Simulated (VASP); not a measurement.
# TaN (Fm-3m) in VASP: further runs, part 2 of 2

VASP 6.6.1. Earlier steps stand in the parts before.

## (3) Relaxation of cell and atoms, LDA, target pressure 12 GPa, at which the enthalpy is minimised

File INCAR:

```
  PREC = Accurate
  ENCUT = 600
  EDIFF = 1E-6
  ISMEAR = -1
  SIGMA = 0.15
  LREAL = F
  LASPH = T
  NELM = 60
  ALGO = Normal
  ISIF = 3
  LWAVE = F
  LCHARG = F
  GGA = CA
  IBRION = 2
  NSW = 80
  EDIFFG = -0.001
  PSTRESS = 120.0
```

File KPOINTS:

```
Automatic mesh
0
Gamma
  16 16 16
```

File POSCAR:

```
TaN
1.0
    0.0000000000      2.1747153531      2.1747153531
    2.1747153531      0.0000000000      2.1747153531
    2.1747153531      2.1747153531      0.0000000000
Ta N
1 1
Direct
    0.5000000000      0.5000000000      0.5000000000
    0.0000000000      0.0000000000      0.0000000000
```

Potentials or basis: VASP PAW LDA potentials, release 64 (Ta_pv, N).

On the command line:

```console
$ cat potpaw_LDA.64/Ta_pv/POTCAR potpaw_LDA.64/N/POTCAR > POTCAR
$ mpirun -np 1 vasp_std > vasp.out
```

OUTCAR:

```text
PREC = Accurate
   ENCUT = 600
   EDIFF = 1E-6
   ISMEAR = -1
   LREAL = F
   LASPH = T
   NELM = 60
   ISIF = 3
   GGA = CA
   IBRION = 2
   NSW = 80
   EDIFFG = -0.001
   PSTRESS = 120.0

 ion  position               nearest neighbor table
   1  0.500  0.500  0.500-   2 2.17   2 2.17   2 2.17   2 2.17   2 2.17   2 2.17
   2  0.000  0.000  0.000-   1 2.17   1 2.17   1 2.17   1 2.17   1 2.17   1 2.17

  LATTYP: Found a face centered cubic cell.
 ALAT       =     4.3494307062

  Lattice vectors:

 A1 = (   0.0000000000,   2.1747153531,   2.1747153531)
 A2 = (   2.1747153531,   0.0000000000,   2.1747153531)
 A3 = (   2.1747153531,   2.1747153531,   0.0000000000)

Analysis of symmetry for initial positions (statically):
=====================================================================
 Subroutine PRICEL returns:
 Original cell was already a primitive cell.

 Routine SETGRP: Setting up the symmetry group for a
 face centered cubic supercell.

 Subroutine GETGRP returns: Found 48 space group operations
 (whereof 48 operations were pure point group operations)
 out of a pool of 48 trial point group operations.

The static configuration has the point symmetry O_h .

Analysis of symmetry for dynamics (positions and initial velocities):
=====================================================================
[... 149 lines left out ...]
--------------------------------------- Ionic step        1  -------------------------------------------

 number of electron      16.0000001 magnetization

 Free energy of the ion-electron system (eV)
  ---------------------------------------------------
  ext. energy  EPLUGINS =         0.00000000
  ---------------------------------------------------
  free energy    TOTEN  =       -24.17802246 eV

  energy without entropy =      -24.11824304  energy(sigma->0) =      -24.14813275

 E-fermi :   9.7758     XC(G=0): -13.8420

 val. band max:        9.7634705687   @ k =  -0.3125   0.3750   0.1875
 cond. band min:       9.7820402945   @ k =  -0.3125   0.3125   0.1250
 fundamental gap:      0.0185697258
 Fermi energy:         9.7757869421

 k-point     1 :       0.0000    0.0000    0.0000
  band No.  band energies     occupation
      1     -25.7090      2.00000
      2     -25.7090      2.00000
      3     -25.7090      2.00000
      4      -9.0976      2.00000
      5       5.9200      2.00000
      6       5.9200      2.00000
      7       5.9200      2.00000
      8       7.5586      2.00000
      9       7.5586      2.00000
     10       7.5586      2.00000
     11       9.7905      0.95109
     12       9.7905      0.95109
[... 610 lines left out ...]
--------------------------------------- Ionic step        8  -------------------------------------------

 number of electron      16.0000000 magnetization

 Free energy of the ion-electron system (eV)
  ---------------------------------------------------
  ext. energy  EPLUGINS =         0.00000000
  ---------------------------------------------------
  free energy    TOTEN  =       -24.15631669 eV

  energy without entropy =      -24.09832695  energy(sigma->0) =      -24.12732182

 E-fermi :  10.0715     XC(G=0): -13.9781

 val. band max:       10.0564520804   @ k =  -0.3125   0.3750   0.1875
 cond. band min:      10.0750754973   @ k =  -0.3125   0.3125   0.1250
 fundamental gap:      0.0186234168
 Fermi energy:        10.0715158629

 k-point     1 :       0.0000    0.0000    0.0000
  band No.  band energies     occupation
      1     -25.3668      2.00000
      2     -25.3668      2.00000
      3     -25.3668      2.00000
      4      -9.0081      2.00000
      5       6.1443      2.00000
      6       6.1443      2.00000
      7       6.1443      2.00000
      8       7.7798      2.00000
      9       7.7798      2.00000
     10       7.7798      2.00000
     11      10.0914      0.93391
     12      10.0914      0.93391
[... 378 lines left out ...]
  energy  without entropy=      -24.0983269487  energy(sigma->0) =      -24.12732182

  enthalpy is  TOTEN    =       -22.6533681567 eV   P V=        1.5029485367

 reached required accuracy - stopping structural energy minimisation
```

OSZICAR:

```text
N       E                     dE             d eps       ncg     rms          rms(c)
DAV:   1     0.940185418185E+02    0.94019E+02   -0.10048E+04  3480   0.157E+03
DAV:   2    -0.233595729321E+02   -0.11738E+03   -0.11137E+03  4020   0.355E+02
DAV:   3    -0.271518714678E+02   -0.37923E+01   -0.36910E+01  4316   0.553E+01
DAV:   4    -0.272024100338E+02   -0.50539E-01   -0.50225E-01  3900   0.582E+00
[... 49 lines left out ...]
DAV:   3    -0.241563916412E+02    0.12655E-04   -0.36508E-05  3924   0.722E-02    0.609E-03
DAV:   4    -0.241563916838E+02   -0.42614E-07   -0.32440E-07  2324   0.690E-03
   7 F= -.22653368E+02 E0= -.22624371E+02  d E =-.533991E-05
       N       E                     dE             d eps       ncg     rms          rms(c)
DAV:   1    -0.241563168308E+02    0.74810E-04   -0.53599E-06  3488   0.316E-02    0.479E-03
DAV:   2    -0.241563166933E+02    0.13742E-06   -0.17474E-07  1744   0.501E-03
   8 F= -.22653368E+02 E0= -.22624373E+02  d E =-.534122E-05
```

CONTCAR:

```text
TaN
   1.00000000000000
     0.0000000000000000    2.1568228878060443    2.1568228878060443
     2.1568228878060443   -0.0000000000000000    2.1568228878060443
     2.1568228878060443    2.1568228878060443    0.0000000000000000
  Ta              N
     1     1
Direct
     0.5000000000000000    0.5000000000000000    0.5000000000000000
     0.0000000000000000    0.0000000000000000    0.0000000000000000

  0.00000000E+00  0.00000000E+00  0.00000000E+00
  0.00000000E+00  0.00000000E+00  0.00000000E+00
```

Wall time 75 s (1 thread of Intel Xeon 6975P-C (Granite Rapids), shared host); peak memory 0.19 GiB.

What came out:

| Property | Result |
| --- | --- |
| Free energy | -24.1563 eV |
| Relaxed volume | 10.03 Å³/atom |
| Relaxed cell | a = 3.050 Å, b = 3.050 Å, c = 3.050 Å, α = 60.00°, β = 60.00°, γ = 60.00° |
| Space group after relaxing (to 0.05 Å) | Fm-3m (No. 225) |
| Energy change on relaxing (the enthalpy is what falls) | +10.9 meV/atom |
| Ionic steps | 8 |
| Pressure after relaxing | 12.0 GPa |
| Band gap on the k mesh | zero (band 8 reaches 12.15 eV, above the bottom of band 9 at 7.78 eV) |

Step by step:
| step | energy change (eV) | largest force (eV/Å) | pressure (GPa) | volume (Å³) |
| --- | --- | --- | --- | --- |
| 1 | 0.0000 | 0.0000 | 2.02 | 20.57 |
| 2 | 0.2582 | 0.0000 | 46.37 | 18.72 |
| 3 | 0.0207 | 0.0000 | 11.72 | 20.08 |
| 4 | 0.0216 | 0.0000 | 11.97 | 20.07 |
| 5 | 0.0223 | 0.0000 | 12.18 | 20.06 |
| 6 | 0.0202 | 0.0000 | 11.63 | 20.09 |
| 7 | 0.0216 | 0.0000 | 11.98 | 20.07 |
| 8 | 0.0217 | 0.0000 | 11.99 | 20.07 |

Final structure:
```cif
data_structure
_symmetry_space_group_name_H-M 'P 1'
_symmetry_Int_Tables_number 1
_cell_length_a 3.0502
_cell_length_b 3.0502
_cell_length_c 3.0502
_cell_angle_alpha 60.000
_cell_angle_beta 60.000
_cell_angle_gamma 60.000
_cell_volume 20.07
loop_
_atom_site_label
_atom_site_type_symbol
_atom_site_fract_x
_atom_site_fract_y
_atom_site_fract_z
_atom_site_occupancy
Ta1 Ta 0.50000 0.50000 0.50000 1
N1 N 0.00000 0.00000 0.00000 1
```

Caveat: the cell is relaxed towards a set pressure, so the enthalpy falls and the energy may rise; spin-orbit coupling is left out, which moves the levels of the heavy elements. LDA usually gives volumes a few per cent too small.

## (4) Single point, LDA

This run uses another cell than the first one, of 10.35 Å³/atom, 1.006 times its volume.

File INCAR:

```
SYSTEM = TaN
ALGO = Normal ; EDIFF = 1E-6
ENCUT = 600 ; GGA = CA
GGA_COMPAT = .FALSE. ; ISIF = 2
ISMEAR = 0 ; LASPH = .TRUE.
LCHARG = .TRUE. ; LELF = .TRUE.
LREAL = .FALSE. ; LVHAR = .TRUE.
LWAVE = .FALSE. ; NBANDS = 16
NELM = 120 ; PREC = Accurate
SIGMA = 0.1
```

File KPOINTS:

```
k-points
0
G
  8 8 8
  0 0 0
```

File POSCAR:

```
TaN
1.0
    0.0000000000      2.1790000000      2.1790000000
    2.1790000000      0.0000000000      2.1790000000
    2.1790000000      2.1790000000      0.0000000000
Ta N
1 1
Direct
    0.5000000000      0.5000000000      0.5000000000
    0.0000000000      0.0000000000      0.0000000000
```

Potentials or basis: VASP PAW LDA potentials, release 64 (Ta_sv_GW, N).

On the command line:

```console
$ cat potpaw_LDA.64/Ta_sv_GW/POTCAR potpaw_LDA.64/N/POTCAR > POTCAR
$ mpirun -np 1 vasp_std > vasp.out
```

OUTCAR:

```text
SYSTEM = TaN
   EDIFF = 1E-6
   ENCUT = 600
   GGA = CA
   ISIF = 2
   ISMEAR = 0
   LASPH = .TRUE.
   LREAL = .FALSE.
   NELM = 120
   PREC = Accurate

 ion  position               nearest neighbor table
   1  0.500  0.500  0.500-   2 2.18   2 2.18   2 2.18   2 2.18   2 2.18   2 2.18
   2  0.000  0.000  0.000-   1 2.18   1 2.18   1 2.18   1 2.18   1 2.18   1 2.18

  LATTYP: Found a face centered cubic cell.
 ALAT       =     4.3580000000

  Lattice vectors:

 A1 = (   0.0000000000,   2.1790000000,   2.1790000000)
 A2 = (   2.1790000000,   0.0000000000,   2.1790000000)
 A3 = (   2.1790000000,   2.1790000000,   0.0000000000)

Analysis of symmetry for initial positions (statically):
=====================================================================
 Subroutine PRICEL returns:
 Original cell was already a primitive cell.

 Routine SETGRP: Setting up the symmetry group for a
 face centered cubic supercell.

 Subroutine GETGRP returns: Found 48 space group operations
 (whereof 48 operations were pure point group operations)
 out of a pool of 48 trial point group operations.

The static configuration has the point symmetry O_h .

Analysis of symmetry for dynamics (positions and initial velocities):
=====================================================================
 Subroutine PRICEL returns:
 Original cell was already a primitive cell.

 Routine SETGRP: Setting up the symmetry group for a
 face centered cubic supercell.

 Subroutine GETGRP returns: Found 48 space group operations
 (whereof 48 operations were pure point group operations)
 out of a pool of 48 trial point group operations.

The dynamic configuration has the point symmetry O_h .

 Subroutine INISYM returns: Found 48 space group operations
 (whereof 48 operations are pure point group operations),
 and found     1 'primitive' translations

----------------------------------------------------------------------------------------

                                     Primitive cell
[... 106 lines left out ...]
   ISMEAR =     0;   SIGMA  =   0.10  broadening in eV -4-tet -1-fermi 0-gaus
   EFERMI_NEDOS =   21; number of points for ismear=-14 and -15
   IALGO  =     38    algorithm
   IMIX   =      4    mixing-type and parameters
     AMIX     =   0.40;   BMIX     =  1.00
     AMIX_MAG =   1.60;   BMIX_MAG =  1.00
  volume/ion in A,a.u.               =      10.35        69.82
  Fermi-wavevector in a.u.,A,eV,Ry     =   1.562782  2.953230 33.229345  2.442288
  Thomas-Fermi vector in A             =   2.665650
   LORBIT       =      0    0 simple, 1 ext, 2 COOP (PROOUT), +10 PAW based schemes
   GGA     = CA    functional components
   LHFCALC =     F    Hartree Fock is set to
   AEXX    =    0.0000 exact exchange contribution
   IVDW    =     0    specifies the selected vdW correction
   LEPSILON=     F    determine dielectric tensor
   LRPA    =     F    only Hartree local field effects (RPA)
 non-spin polarized calculation
 Gauss-broadening in eV      SIGMA  =   0.10
  energy-cutoff  :      600.00
  volume of cell :       20.69
 maximum number of plane-waves:       701
 NGX is ok and might be reduce to    28
   NGX = 13   NGY = 13   NGZ = 13

 number of electron      18.0000000 magnetization

 Free energy of the ion-electron system (eV)
  ---------------------------------------------------
  ext. energy  EPLUGINS =         0.00000000
  ---------------------------------------------------
  free energy    TOTEN  =       -26.64506727 eV

  energy without entropy =      -26.64196144  energy(sigma->0) =      -26.64351435

 E-fermi :  13.9624     XC(G=0): -14.2198

 val. band max:       13.9303898980   @ k =   0.0000   0.0000   0.0000
 cond. band min:      14.1355935536   @ k =  -0.3750   0.2500   0.1250
 fundamental gap:      0.2052036555
 Fermi energy:        13.9624307090

 k-point     1 :       0.0000    0.0000    0.0000
  band No.  band energies     occupation
      1     -55.1552      2.00000
      2     -21.5703      2.00000
      3     -21.5703      2.00000
      4     -21.5703      2.00000
      5      -4.8948      2.00000
      6      10.0748      2.00000
[... 433 lines left out ...]
      3     -21.9084      2.00000
      4     -21.7454      2.00000
      5      -2.3043      2.00000
      6       4.6260      2.00000
[... 8 lines left out ...]
     15      24.4599      0.00000
     16      27.2580      0.00000

 [... further k-points ...]
[... 5 lines left out ...]
  --------------------------------------------------------------------------------------
  -------------------------------------------------------------------------------------
  Total       -0.1440048     -0.1440048     -0.1440048     -0.0000000     -0.0000000      0.0000000
  in kB      -11.1502861    -11.1502861    -11.1502861     -0.0000000     -0.0000000      0.0000000
  external PRESSURE =     -11.1502861 kB  Pullay stress =       0.0000000 kB

 VOLUME and BASIS-vectors are now :
 -----------------------------------------------------------------------------
  energy-cutoff  :      600.00
  volume of cell :       20.69
      direct lattice vectors                 reciprocal lattice vectors
     0.000000000  2.179000000  2.179000000    -0.229463056  0.229463056  0.229463056
     2.179000000  0.000000000  2.179000000     0.229463056 -0.229463056  0.229463056
     2.179000000  2.179000000  0.000000000     0.229463056  0.229463056 -0.229463056

 POSITION                                       TOTAL-FORCE (eV/Angst)
 -----------------------------------------------------------------------------------
      2.17900      2.17900      2.17900        -0.000000     -0.000000      0.000000
      0.00000      0.00000      0.00000         0.000000      0.000000     -0.000000
 -----------------------------------------------------------------------------------
    total drift:                                0.000000      0.000000      0.000000

  FREE ENERGIE OF THE ION-ELECTRON SYSTEM (eV)
  ---------------------------------------------------
  free  energy   TOTEN  =       -26.6450672692 eV

  energy  without entropy=      -26.6419614393  energy(sigma->0) =      -26.64351435
```

Run time: 15 s. Hardware: 1 thread of Intel Xeon Platinum 8488C (Sapphire Rapids), shared host; peak memory 0.15 GiB.

Results:

- Free energy: -26.6451 eV
- Pressure: -1.1 GPa
- Band gap on the k mesh: zero (band 9 reaches 15.89 eV, above the bottom of band 10 at 11.71 eV)

Levels at points of the mesh, in eV from the Fermi level:
```csv
k point,band 5,band 6,band 7,band 8,band 9,band 10,band 11,band 12,band 13,band 14
"(0.00, 0.00, 0.00)",-18.86,-3.89,-3.89,-3.89,-2.25,-2.25,-2.25,-0.03,-0.03,1.90
"(0.50, 0.00, 0.00)",-15.58,-10.60,-7.81,-7.81,1.93,1.93,2.03,3.96,7.76,7.76
"(0.50, 0.50, 0.00)",-17.60,-6.63,-5.70,-4.67,-4.67,2.11,3.65,3.65,4.87,7.05
```

Caveat: spin-orbit coupling is left out, which moves the levels of the heavy elements.

## (5) Single point, LDA

File INCAR:

```
SYSTEM = TaN
  PREC = Accurate
  ENCUT = 600
  EDIFF = 1E-6
  ISMEAR = -1
  SIGMA = 0.15
  LREAL = .False.
  LASPH = .True.
  NELM = 120
  ALGO = Normal
  ISIF = 2
  LWAVE = .False.
  LCHARG = .False.
  NBANDS = 16
  GGA_COMPAT = .False.
```

File KPOINTS:

```
regular mesh
0
Gamma
  16 16 16
  0 0 0
```

File POSCAR:

```
TaN
1.0
    0.0000000000      2.1747153530      2.1747153530
    2.1747153530      0.0000000000      2.1747153530
    2.1747153530      2.1747153530      0.0000000000
Ta N
1 1
Direct
    0.5000000000      0.5000000000      0.5000000000
    0.0000000000      0.0000000000      0.0000000000
```

On the command line:

```console
$ cat potpaw_LDA.64/Ta_sv_GW/POTCAR potpaw_LDA.64/N/POTCAR > POTCAR
$ mpirun -np 1 vasp_std > vasp.out
```

Run time: 57 s. Hardware: 1 thread of Intel Xeon Platinum 8259CL at 2.50GHz (Skylake/Cascade Lake), shared host; peak memory 0.2 GiB.

It converged, with:

- Free energy: -26.6973 eV
- Pressure: 1.2 GPa
- Band gap on the k mesh: zero (band 9 reaches 16.00 eV, above the bottom of band 10 at 11.79 eV)

Levels at points of the mesh, in eV from the Fermi level:
```
           k point  band 6  band 7  band 8  band 9  band 10  band 11  band 12  band 13
(0.00, 0.00, 0.00)   -3.85   -3.85   -3.85   -2.21    -2.21    -2.21     0.02     0.02
(0.50, 0.00, 0.00)  -10.59   -7.80   -7.80    2.00     2.00     2.11     4.04     7.87
(0.50, 0.50, 0.00)   -6.58   -5.68   -4.63   -4.63     2.18     3.74     3.74     4.99
```

Caveat: spin-orbit coupling is left out, which moves the levels of the heavy elements.

## (6) Single point, LDA

File INCAR:

```
ALGO     = Normal         # electronic algorithm
EDIFF    = 1E-6           # SCF threshold, eV
ENCUT    = 600            # plane-wave cutoff, eV
GGA      = CA             # functional
GGA_COMPAT= F            
ISIF     = 2              # what is computed and relaxed
ISMEAR   = 0              # smearing method
LASPH    = T              # aspherical terms in the spheres
LCHARG   = T              # write CHGCAR
LELF     = T              # ELF
LREAL    = F              # projectors in reciprocal space
LVHAR    = T            
LWAVE    = F              # write WAVECAR
NBANDS   = 16             # bands
NELM     = 120            # most SCF steps
PREC     = Accurate       # precision mode
SIGMA    = 0.1            # smearing width, eV
```

File KPOINTS:

```
k-points
0
Gamma
  16 16 16
```

File POSCAR:

```
TaN
1.0
    0.0000000000      2.1743265507      2.1743265507
    2.1743265507      0.0000000000      2.1743265507
    2.1743265507      2.1743265507      0.0000000000
Ta N
1 1
Direct
    0.5000000000      0.5000000000      0.5000000000
    0.0000000000      0.0000000000      0.0000000000
```

Potentials or basis: VASP PAW LDA potentials, release 64 (Ta_sv_GW, N).

On the command line:

```console
$ cat potpaw_LDA.64/Ta_sv_GW/POTCAR potpaw_LDA.64/N/POTCAR > POTCAR
$ mpirun -np 1 vasp_std > vasp.out
```

Run time: 48 s. Hardware: 1 thread of AMD EPYC 7R13 (Zen 3), shared host; peak memory 0.17 GiB.

The run converged. Its results:

```
Free energy            : -26.6675 eV
Pressure               : 1.2 GPa
Band gap on the k mesh : zero (band 9 reaches 16.01 eV, above the bottom of band 10 at 11.79 eV)
```

Levels at points of the mesh, in eV from the Fermi level:
| k point | band 6 | band 7 | band 8 | band 9 | band 10 | band 11 | band 12 | band 13 |
| --- | --- | --- | --- | --- | --- | --- | --- | --- |
| (0.00, 0.00, 0.00) | -3.85 | -3.85 | -3.85 | -2.21 | -2.21 | -2.21 | 0.02 | 0.02 |
| (0.50, 0.00, 0.00) | -10.59 | -7.80 | -7.80 | 2.00 | 2.00 | 2.11 | 4.04 | 7.88 |
| (0.50, 0.50, 0.00) | -6.58 | -5.69 | -4.63 | -4.63 | 2.18 | 3.74 | 3.74 | 5.00 |

Caveat: spin-orbit coupling is left out, which moves the levels of the heavy elements.

## (7) Summary

| task | potentials or basis | cell | k mesh | smearing | second run | gap on the mesh (eV) | pressure (GPa) |
| --- | --- | --- | --- | --- | --- | --- | --- |
| relaxation of cell and atoms | VASP PAW LDA potentials, release 64 (Ta_pv, N) | relaxed from a = 3.075 Å, angles 60.0°, 2 atoms | 16 × 16 × 16 | fermi-dirac 0.15 eV | - | none | 0.0 |
| relaxation of cell and atoms | VASP PAW LDA potentials, release 64 (Ta_pv, N) | relaxed to 12 GPa from a = 3.076 Å, angles 60.0°, 2 atoms | 16 × 16 × 16 | fermi-dirac 0.15 eV | - | none | 12.0 |
| single point | VASP PAW LDA potentials, release 64 (Ta_sv_GW, N) | a = 3.082 Å, angles 60.0°, 2 atoms | 8 × 8 × 8 | gaussian 0.1 eV | valence_matched | none | -1.1 |
| single point | VASP PAW LDA potentials, release 64 (Ta_sv_GW, N) | a = 3.076 Å, angles 60.0°, 2 atoms | 16 × 16 × 16 | fermi-dirac 0.15 eV | valence_matched | none | 1.2 |
| single point | VASP PAW LDA potentials, release 64 (Ta_sv_GW, N) | a = 3.075 Å, angles 60.0°, 2 atoms | 16 × 16 × 16 | gaussian 0.1 eV | valence_matched | none | 1.2 |

Alike in all rows: level LDA; no spin polarisation; cutoff (eV) 600.

Caveats: spin-orbit coupling is left out, which moves the levels of the heavy elements; the cell is relaxed towards a set pressure, so the enthalpy falls and the energy may rise (some runs).

Total energies depend on the potentials used, so only differences within one code and one set of settings carry meaning.
